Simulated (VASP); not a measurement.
Set up this calculation in VASP 6.6.1, as the native input.

```yaml
Task: single point
Functional: PBE
Potentials_or_basis: VASP PAW PBE potentials, release 64 (Bi_d, Te)
Cutoff: 500 eV
k_mesh: 6 × 6 × 6
Occupations: fermi-dirac, width 0.05 eV
Spin: no spin polarisation
Dipole_correction: no
Further_INCAR_settings: ALGO = Normal; EDIFF = 1e-06; NBANDS = 18
```

The structure of BiTe lies in POSCAR:

```
BiTe
1.0
    0.0000000000      3.2997000000      3.2350000000
    3.2997000000      0.0000000000      3.2350000000
    3.2997000000      3.2997000000      0.0000000000
Bi Te
1 1
Direct
    0.0000000000      0.0000000000      0.0000000000
    0.5000000000      0.5000000000      0.5000000000
```

One way to write it, as run:

INCAR

```
SYSTEM = BiTe
  ALGO = Normal
  EDIFF = 1E-6
  ENCUT = 500
  GGA = PE
  GGA_COMPAT = .False.
  ISIF = 2
  ISMEAR = -1
  LASPH = .True.
  LCHARG = .False.
  LREAL = .False.
  LWAVE = .False.
  NBANDS = 18
  NELM = 120
  PREC = Accurate
  SIGMA = 0.05
```

KPOINTS

```
k-points
0
Gamma
  6 6 6
  0 0 0
```

Potentials or basis: VASP PAW PBE potentials, release 64 (Bi_d, Te).

Launch:

```bash
$ cat potpaw_PBE.64/Bi_d/POTCAR potpaw_PBE.64/Te/POTCAR > POTCAR
$ mpirun -np 1 vasp_std > vasp.out
```

It gave:

The pressure is -1.0 GPa.

Wall time 52 s on 1 thread of Intel Xeon 8259CL, with other jobs on the host, peak memory 0.22 GiB.
